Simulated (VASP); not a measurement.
# Ca2Ag2O (Fd-3m) in VASP: relaxation of cell and atoms with PBE

Aim: the relaxation of cell and atoms of Ca2Ag2O with PBE.

All numbers are computed with VASP 6.6.1; they aren't measurements. Logs are shortened: lines on timing, memory, paths and dates and some standing lists are left out, and cuts for length are marked.

## (1) The cell of the first run

Symmetry: Fd-3m, No. 227, cubic system. Conventional cell: a = 10.101 Å, b = 10.101 Å, c = 10.101 Å, α = 90.00°, β = 90.00°, γ = 90.00°. Ca (site symmetry -3m) has 6 Ca at 3.57 Å and 6 Ag at 3.57 Å and 6 O at 4.19 Å within 4.7 Å. Ag (site symmetry -3m) has 2 O at 2.19 Å within 2.9 Å. Within 2.9 Å of O (site symmetry -43m) lie 4 Ag at 2.19 Å.

The cell was generated, and may not be a known phase.

## (2) Relaxation of cell and atoms, PBE

File INCAR:

```
SYSTEM = Ca2Ag2O
  PREC = Accurate
  ENCUT = 600
  EDIFF = 1E-6
  ISMEAR = 0
  SIGMA = 0.1
  LREAL = .False.
  LASPH = .True.
  NELM = 80
  ALGO = Normal
  ISIF = 3
  LWAVE = .False.
  LCHARG = .False.
  GGA = PE
  IBRION = 2
  NSW = 100
  EDIFFG = -0.01
```

File KPOINTS:

```
regular mesh
0
Gamma
  6 6 6
  0 0 0
```

File POSCAR:

```
Ca2Ag2O
1.0
    0.0000000000      5.0503408274      5.0503408274
    5.0503408274      0.0000000000      5.0503408274
    5.0503408274      5.0503408274      0.0000000000
Ca Ag O
4 4 2
Direct
    0.1250000000      0.1250000000      0.1250000000
    0.1250000000      0.1250000000      0.6250000000
    0.1250000000      0.6250000000      0.1250000000
    0.6250000000      0.1250000000      0.1250000000
    0.6250000000      0.6250000000      0.6250000000
    0.6250000000      0.6250000000      0.1250000000
    0.6250000000      0.1250000000      0.6250000000
    0.1250000000      0.6250000000      0.6250000000
    0.7500000000      0.7500000000      0.7500000000
    0.5000000000      0.5000000000      0.5000000000
```

Potentials or basis: VASP PAW PBE potentials, release 64 (Ca_sv, Ag, O).

Launch:

```bash
$ cat potpaw_PBE.64/Ca_sv/POTCAR potpaw_PBE.64/Ag/POTCAR potpaw_PBE.64/O/POTCAR > POTCAR
$ mpirun -np 1 vasp_std > vasp.out
```

OUTCAR:

```text
SYSTEM = Ca2Ag2O
   PREC = Accurate
   ENCUT = 600
   EDIFF = 1E-6
   ISMEAR = 0
   LREAL = .False.
   LASPH = .True.
   NELM = 80
   ISIF = 3
   GGA = PE
   IBRION = 2
   NSW = 100
   EDIFFG = -0.01

 ion  position               nearest neighbor table
   1  0.125  0.125  0.125-
   2  0.125  0.125  0.625-
   3  0.125  0.625  0.125-
   4  0.625  0.125  0.125-
   5  0.625  0.625  0.625-   9 2.19  10 2.19   8 3.57   6 3.57   7 3.57   6 3.57   7 3.57   8 3.57

   6  0.625  0.625  0.125-   9 2.19  10 2.19   5 3.57   5 3.57   7 3.57   8 3.57   7 3.57   8 3.57

   7  0.625  0.125  0.625-   9 2.19  10 2.19   5 3.57   6 3.57   5 3.57   6 3.57   8 3.57   8 3.57

   8  0.125  0.625  0.625-   9 2.19  10 2.19   5 3.57   6 3.57   7 3.57   5 3.57   6 3.57   7 3.57

   9  0.750  0.750  0.750-   5 2.19   6 2.19   7 2.19   8 2.19
  10  0.500  0.500  0.500-   5 2.19   6 2.19   7 2.19   8 2.19

  LATTYP: Found a face centered cubic cell.
 ALAT       =    10.1006816548

  Lattice vectors:

 A1 = (   0.0000000000,   5.0503408274,   5.0503408274)
 A2 = (   5.0503408274,   0.0000000000,   5.0503408274)
 A3 = (   5.0503408274,   5.0503408274,   0.0000000000)

Analysis of symmetry for initial positions (statically):
=====================================================================
 Subroutine PRICEL returns:
 Original cell was already a primitive cell.

 Routine SETGRP: Setting up the symmetry group for a
 face centered cubic supercell.

 Subroutine GETGRP returns: Found 48 space group operations
 (whereof 24 operations were pure point group operations)
 out of a pool of 48 trial point group operations.

The static configuration has the point symmetry T_d .
 The point group associated with its full space group is O_h .

Analysis of symmetry for dynamics (positions and initial velocities):
=====================================================================
 Subroutine PRICEL returns:
 Original cell was already a primitive cell.
[... 185 lines left out ...]
     5.050340827  5.050340827  0.000000000     0.099003219  0.099003219 -0.099003219

 POSITION                                       TOTAL-FORCE (eV/Angst)
 -----------------------------------------------------------------------------------
      1.26259      1.26259      1.26259         0.000000      0.000000     -0.000000
      3.78776      3.78776      1.26259         0.000000      0.000000     -0.000000
      3.78776      1.26259      3.78776         0.000000      0.000000     -0.000000
      1.26259      3.78776      3.78776         0.000000      0.000000     -0.000000
      6.31293      6.31293      6.31293         0.000000      0.000000     -0.000000
      3.78776      3.78776      6.31293         0.000000      0.000000     -0.000000
      3.78776      6.31293      3.78776         0.000000      0.000000     -0.000000
      6.31293      3.78776      3.78776         0.000000      0.000000     -0.000000
      7.57551      7.57551      7.57551         0.000000      0.000000      0.000000
      5.05034      5.05034      5.05034        -0.000000     -0.000000     -0.000000
 -----------------------------------------------------------------------------------
    total drift:                                0.000000      0.000000      0.000000

  FREE ENERGIE OF THE ION-ELECTRON SYSTEM (eV)
  ---------------------------------------------------
  free  energy   TOTEN  =       -28.8877109229 eV

  energy  without entropy=      -28.8481895336  energy(sigma->0) =      -28.86795023

--------------------------------------- Ionic step        2  -------------------------------------------

 number of electron      96.0000001 magnetization

 Free energy of the ion-electron system (eV)
  ---------------------------------------------------
  ext. energy  EPLUGINS =         0.00000000
  ---------------------------------------------------
  free energy    TOTEN  =       -28.88789022 eV

  energy without entropy =      -28.84842305  energy(sigma->0) =      -28.86815663

 E-fermi :   3.7859     XC(G=0):  -9.0748

 val. band max:        3.7828149356   @ k =   0.1667   0.0000   0.0000
 cond. band min:       3.8234219625   @ k =   0.5000   0.0000   0.0000
 fundamental gap:      0.0406070269
 Fermi energy:         3.7859090946

 k-point     1 :       0.0000    0.0000    0.0000
  band No.  band energies     occupation
      1     -38.4203      2.00000
      2     -38.3910      2.00000
      3     -38.3910      2.00000
      4     -38.3910      2.00000
      5     -19.5686      2.00000
      6     -19.4770      2.00000
[... 949 lines left out ...]
     56       4.9803      0.00000
     57       5.4053      0.00000

------------------------ aborting loop because EDIFF is reached ----------------------------------------

  FORCE on cell =-STRESS in cart. coord.  units (eV):
  Direction    XX          YY          ZZ          XY          YZ          ZX
  --------------------------------------------------------------------------------------
  -------------------------------------------------------------------------------------
  Total        0.0068340      0.0068340      0.0068340      0.0000000      0.0000000     -0.0000000
  in kB        0.0424007      0.0424007      0.0424007      0.0000000      0.0000000     -0.0000000
  external PRESSURE =       0.0424007 kB  Pullay stress =       0.0000000 kB

 VOLUME and BASIS-vectors are now :
 -----------------------------------------------------------------------------
  energy-cutoff  :      600.00
  volume of cell :      258.23
      direct lattice vectors                 reciprocal lattice vectors
     0.000000000  5.054306274  5.054306274    -0.098925544  0.098925544  0.098925544
     5.054306274  0.000000000  5.054306274     0.098925544 -0.098925544  0.098925544
     5.054306274  5.054306274  0.000000000     0.098925544  0.098925544 -0.098925544

 POSITION                                       TOTAL-FORCE (eV/Angst)
 -----------------------------------------------------------------------------------
      1.26358      1.26358      1.26358         0.000000      0.000000     -0.000000
      3.79073      3.79073      1.26358         0.000000      0.000000     -0.000000
      3.79073      1.26358      3.79073         0.000000      0.000000     -0.000000
      1.26358      3.79073      3.79073         0.000000      0.000000     -0.000000
      6.31788      6.31788      6.31788         0.000000      0.000000     -0.000000
      3.79073      3.79073      6.31788         0.000000      0.000000     -0.000000
      3.79073      6.31788      3.79073         0.000000      0.000000     -0.000000
      6.31788      3.79073      3.79073         0.000000      0.000000     -0.000000
      7.58146      7.58146      7.58146        -0.000000     -0.000000     -0.000000
      5.05431      5.05431      5.05431         0.000000      0.000000      0.000000
 -----------------------------------------------------------------------------------
    total drift:                                0.000000      0.000000      0.000000

  FREE ENERGIE OF THE ION-ELECTRON SYSTEM (eV)
  ---------------------------------------------------
  free  energy   TOTEN  =       -28.8878902197 eV

  energy  without entropy=      -28.8484230486  energy(sigma->0) =      -28.86815663

 reached required accuracy - stopping structural energy minimisation
```

CONTCAR:

```text
Ca2Ag2O
   1.00000000000000
     0.0000000000000000    5.0543062744163567    5.0543062744163567
     5.0543062744163567    0.0000000000000000    5.0543062744163567
     5.0543062744163567    5.0543062744163567    0.0000000000000000
  Ca              Ag              O
     4     4     2
Direct
     0.1250000000000000    0.1250000000000000    0.1250000000000000
     0.1250000000000000    0.1250000000000000    0.6250000000000000
     0.1250000000000000    0.6250000000000000    0.1250000000000000
     0.6250000000000000    0.1250000000000000    0.1250000000000000
     0.6250000000000000    0.6250000000000000    0.6250000000000000
     0.6250000000000000    0.6250000000000000    0.1250000000000000
     0.6250000000000000    0.1250000000000000    0.6250000000000000
     0.1250000000000000    0.6250000000000000    0.6250000000000000
     0.7500000000000000    0.7500000000000000    0.7500000000000000
     0.5000000000000000    0.5000000000000000    0.5000000000000000

  0.00000000E+00  0.00000000E+00  0.00000000E+00
  0.00000000E+00  0.00000000E+00  0.00000000E+00
  0.00000000E+00  0.00000000E+00  0.00000000E+00
  0.00000000E+00  0.00000000E+00  0.00000000E+00
  0.00000000E+00  0.00000000E+00  0.00000000E+00
  0.00000000E+00  0.00000000E+00  0.00000000E+00
  0.00000000E+00  0.00000000E+00  0.00000000E+00
  0.00000000E+00  0.00000000E+00  0.00000000E+00
  0.00000000E+00  0.00000000E+00  0.00000000E+00
  0.00000000E+00  0.00000000E+00  0.00000000E+00
```

Run time: 8.8 min. Hardware: 1 thread of AMD EPYC 9R45 (Zen 5), shared host; peak memory 0.62 GiB.

Results:

```
Free energy                           : -28.8879 eV
Relaxed volume                        : 25.82 Å³/atom
Relaxed cell                          : a = 7.148 Å, b = 7.148 Å, c = 7.148 Å, α = 60.00°, β = 60.00°, γ = 60.00°
Space group after relaxing (to 0.1 Å) : Fd-3m (No. 227)
Energy gained by relaxing             : 0.0 meV/atom
Ionic steps                           : 2
Pressure after relaxing               : 0.0 GPa
Band gap on the k mesh                : zero (bands 48 and 49 overlap by 0.36 eV)
```

The path:
```csv
step,energy change (eV),largest force (eV/Å),pressure (GPa),volume (Å³)
1,0.0000,0.0000,0.10,257.63
2,-0.0002,0.0000,0.00,258.23
```

Final structure:
```yaml
crystal:
  lattice:
    - [0.00000, 5.05431, 5.05431]
    - [5.05431, 0.00000, 5.05431]
    - [5.05431, 5.05431, 0.00000]
  atoms:
    - { symbol: Ca, position: [0.12500, 0.12500, 0.12500] }
    - { symbol: Ca, position: [0.12500, 0.12500, 0.62500] }
    - { symbol: Ca, position: [0.12500, 0.62500, 0.12500] }
    - { symbol: Ca, position: [0.62500, 0.12500, 0.12500] }
    - { symbol: Ag, position: [0.62500, 0.62500, 0.62500] }
    - { symbol: Ag, position: [0.62500, 0.62500, 0.12500] }
    - { symbol: Ag, position: [0.62500, 0.12500, 0.62500] }
    - { symbol: Ag, position: [0.12500, 0.62500, 0.62500] }
    - { symbol: O, position: [0.75000, 0.75000, 0.75000] }
    - { symbol: O, position: [0.50000, 0.50000, 0.50000] }
```

Levels at points of the mesh, in eV from the Fermi level:
| k point | band 45 | band 46 | band 47 | band 48 | band 49 | band 50 | band 51 | band 52 |
| --- | --- | --- | --- | --- | --- | --- | --- | --- |
| (0.00, 0.00, 0.00) | -2.28 | -0.78 | 0.23 | 0.23 | 0.23 | 0.50 | 0.61 | 0.61 |
| (0.50, 0.00, 0.00) | -1.69 | -1.14 | -0.40 | -0.40 | 0.04 | 0.08 | 0.62 | 0.99 |
| (0.50, 0.50, 0.00) | -1.54 | -1.54 | -0.29 | -0.29 | 0.34 | 0.34 | 0.59 | 0.59 |

The gap in the log of VASP goes by the Fermi energy; the results here count the filled bands.